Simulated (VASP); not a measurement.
Crystal: AlNi.

```
Ni Al
1.0
     2.31592   -1.40392    0.00000
     2.31592    1.40392    0.00000
    -1.36543    0.00000    3.90654
Ni Al
1 1
Direct
  0.50000 0.50000 0.50000
  0.00000 0.00000 0.00000
```

Program: VASP 6.6.1. Alike in all runs: task single point; spin collinear, ferromagnetic start; cell as given; k mesh 11 × 11 × 7; cutoff (eV) 520; smearing fermi-dirac 0.05 eV.

Question: Order these runs on this cell by their pressure, lowest first.
A. level PBE; potentials or basis VASP PAW PBE potentials, release 64 (Ni, Al)
B. level PBEsol; potentials or basis VASP PAW PBE potentials, release 64 (Ni, Al)
C. level LDA; potentials or basis VASP PAW LDA potentials, release 64 (Ni, Al)

Answer: C (-10.2 GPa), B (-5.4 GPa), A (-0.4 GPa).

Caveats: the PAW data sets were made with another functional, which shifts forces and pressure a little (some runs).
